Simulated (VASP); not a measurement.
# MgB2H (P6/mmm) in VASP: further runs, part 2 of 2

VASP 6.6.1.

## Step 5: Relaxation of cell and atoms, PBE

This run uses another cell than the first one, of 10.48 Å³/atom, 1.251 times its volume.

File INCAR:

```
PREC     = Accurate       # precision mode
ENCUT    = 600            # plane-wave cutoff, eV
EDIFF    = 1E-6           # SCF threshold, eV
ISMEAR   = 0              # smearing method
SIGMA    = 0.1            # smearing width, eV
LREAL    = False          # projectors in reciprocal space
LASPH    = True           # aspherical terms in the spheres
NELM     = 100            # most SCF steps
ALGO     = Normal         # electronic algorithm
ISIF     = 3              # what is computed and relaxed
LWAVE    = False          # write WAVECAR
LCHARG   = False          # write CHGCAR
GGA      = PE             # functional
IBRION   = 2              # ionic algorithm
NSW      = 90             # ionic steps
EDIFFG   = -0.04          # ionic threshold
```

File KPOINTS:

```
regular mesh
0
Gamma
  6 6 4
```

File POSCAR:

```
MgB2H
1.0
    3.2009203300      0.0000000000      0.0000000000
   -1.6004601600      2.7720783200      0.0000000000
    0.0000000000      0.0000000000      4.7227705400
Mg B H
1 2 1
Direct
    0.0000000000      0.0000000000      0.5000000000
    0.3333333300      0.6666666700      0.0000000000
    0.6666666700      0.3333333300      0.0000000000
    0.0000000000      0.0000000000      0.0000000000
```

The run is started by

```bash
$ cat potpaw_PBE.64/Mg/POTCAR potpaw_PBE.64/B/POTCAR potpaw_PBE.64/H/POTCAR > POTCAR
$ mpirun -np 1 vasp_std > vasp.out
```

Run time: 30 s. Hardware: 1 thread of Intel Xeon 6975P-C (Granite Rapids), shared host; peak memory 0.19 GiB.

It converged, with:

```
Free energy                            : -16.2060 eV
Relaxed volume                         : 8.36 Å³/atom
Relaxed cell                           : a = 3.006 Å, b = 3.006 Å, c = 4.274 Å, α = 90.00°, β = 90.00°, γ = 120.00°
Space group after relaxing (to 0.05 Å) : P6/mmm (No. 191)
Energy gained by relaxing              : 135.4 meV/atom
Ionic steps                            : 11
Pressure after relaxing                : 0.0 GPa
```

Stress tensor (GPa, compression positive):
```
-0.06  0.00  0.00
 0.00 -0.06  0.00
 0.00  0.00  0.13
```

Step by step:
| step | energy change (eV) | largest force (eV/Å) | pressure (GPa) | volume (Å³) |
| --- | --- | --- | --- | --- |
| 1 | 0.0000 | 0.0000 | -18.03 | 41.91 |
| 2 | -0.4618 | 0.0000 | 0.68 | 35.13 |
| 3 | -0.4643 | 0.0000 | -0.89 | 35.51 |
| 4 | -0.4642 | 0.0000 | -1.38 | 35.63 |
| 5 | -0.4823 | 0.0000 | -1.71 | 35.25 |
| 6 | -0.5373 | 0.0000 | -1.68 | 34.10 |
| 7 | -0.5389 | 0.0000 | -1.24 | 33.57 |
| 8 | -0.5400 | 0.0000 | -1.40 | 33.75 |
| 9 | -0.5401 | 0.0000 | -1.44 | 33.81 |
| 10 | -0.5395 | 0.0000 | 1.74 | 33.03 |
| 11 | -0.5417 | 0.0000 | 0.00 | 33.45 |

Final structure:
```
CELL_PARAMETERS angstrom
3.00583 0.00000 0.00000
-1.50291 2.60312 0.00000
0.00000 0.00000 4.27446
ATOMIC_POSITIONS crystal
Mg 0.00000 0.00000 0.50000
B 0.33333 0.66667 0.00000
B 0.66667 0.33333 0.00000
H 0.00000 0.00000 0.00000
```

Levels at points of the mesh, in eV from the Fermi level:
| k point | band 3 | band 4 | band 5 | band 6 | band 7 | band 8 |
| --- | --- | --- | --- | --- | --- | --- |
| (0.00, 0.00, 0.00) | -3.40 | -0.73 | -0.73 | 4.18 | 4.83 | 4.83 |
| (0.50, 0.00, 0.00) | -3.71 | -1.83 | 0.27 | 0.44 | 1.39 | 3.11 |
| (0.00, 0.00, 0.50) | -0.66 | -0.66 | 2.86 | 3.29 | 4.88 | 4.88 |
| (0.50, 0.00, 0.50) | -3.97 | -3.66 | -2.16 | 1.05 | 6.54 | 7.16 |

Caveat: the k points lie up to 0.40 Å⁻¹ apart in the final cell; the volume moved by over 15 % at a fixed basis, so the end points are rough.

## Step 6: Single point, PBE

This run uses another cell than the first one, of 10.48 Å³/atom, 1.251 times its volume.

File INCAR:

```
SYSTEM = MgB2H
PREC     = Accurate       ! precision mode
ENCUT    = 600            ! plane-wave cutoff, eV
EDIFF    = 1E-6           ! SCF threshold, eV
ISMEAR   = 0              ! smearing method
SIGMA    = 0.1            ! smearing width, eV
LREAL    = .FALSE.        ! projectors in reciprocal space
LASPH    = .TRUE.         ! aspherical terms in the spheres
NELM     = 120            ! most SCF steps
ALGO     = Normal         ! electronic algorithm
ISIF     = 2              ! what is computed and relaxed
LWAVE    = .FALSE.        ! write WAVECAR
LCHARG   = .FALSE.        ! write CHGCAR
GGA      = PE             ! functional
NBANDS   = 12             ! bands
GGA_COMPAT= .FALSE.
```

File KPOINTS:

```
regular mesh
0
G
  6 6 4
  0 0 0
```

POSCAR is that of step 5.

Potentials or basis: VASP PAW PBE potentials, release 64 (Mg, B, H).

The run is started by

```bash
$ cat potpaw_PBE.64/Mg/POTCAR potpaw_PBE.64/B/POTCAR potpaw_PBE.64/H/POTCAR > POTCAR
$ mpirun -np 1 vasp_std > vasp.out
```

Wall time 17 s (1 thread of Intel Xeon 8259CL, shared host); peak memory 0.18 GiB.

It converged, with:

```
Free energy : -15.6642 eV
Pressure    : -18.0 GPa
```

Stress tensor (GPa, compression positive):
```
-22.19   0.00   0.00
  0.00 -22.19   0.00
  0.00   0.00  -9.70
```

Levels at points of the mesh, in eV from the Fermi level:
| k point | band 2 | band 3 | band 4 | band 5 | band 6 | band 7 | band 8 | band 9 |
| --- | --- | --- | --- | --- | --- | --- | --- | --- |
| (0.00, 0.00, 0.00) | -5.08 | -3.57 | -0.80 | -0.80 | 2.82 | 4.36 | 4.36 | 6.58 |
| (0.50, 0.00, 0.00) | -8.95 | -3.31 | -1.51 | -0.11 | 0.37 | 0.71 | 1.72 | 7.50 |
| (0.00, 0.00, 0.50) | -7.32 | -0.76 | -0.76 | 1.57 | 2.40 | 4.42 | 4.42 | 4.88 |
| (0.50, 0.00, 0.50) | -8.77 | -3.30 | -3.27 | -1.89 | 0.25 | 4.81 | 5.64 | 7.46 |

Caveat: the k points lie up to 0.38 Å⁻¹ apart.

## Step 7: Summary

| task | cell | k mesh | cutoff (eV) | gap on the mesh (eV) | pressure (GPa) | relaxed volume (Å³/atom) |
| --- | --- | --- | --- | --- | --- | --- |
| single point | a = 3.012, b = 3.012, c = 4.263 Å, angles 90.0, 90.0, 120.0°, 4 atoms | 18 × 18 × 12 | 520 | none | -0.2 | - |
| relaxation of cell and atoms | relaxed from a = 3.007, b = 3.007, c = 4.293 Å, angles 90.0, 90.0, 120.0°, 4 atoms | 18 × 18 × 12 | 600 | none | 0.0 | 8.34 |
| single point | a = 3.007, b = 3.007, c = 4.293 Å, angles 90.0, 90.0, 120.0°, 4 atoms | 6 × 6 × 4 | 520 | none | -0.4 | - |
| relaxation of cell and atoms | relaxed from a = 3.201, b = 3.201, c = 4.723 Å, angles 90.0, 90.0, 120.0°, 4 atoms | 6 × 6 × 4 | 600 | none | 0.0 | 8.36 |
| single point | a = 3.201, b = 3.201, c = 4.723 Å, angles 90.0, 90.0, 120.0°, 4 atoms | 6 × 6 × 4 | 600 | none | -18.0 | - |

Alike in all rows: level PBE; potentials or basis VASP PAW PBE potentials, release 64 (Mg, B, H); no spin polarisation; smearing gaussian 0.1 eV.

Caveats: some runs use coarse meshes; the volume moved by over 15 % at a fixed basis, so the end points are rough (some runs).

Total energies depend on the potentials used, so only differences within one code and one set of settings carry meaning.
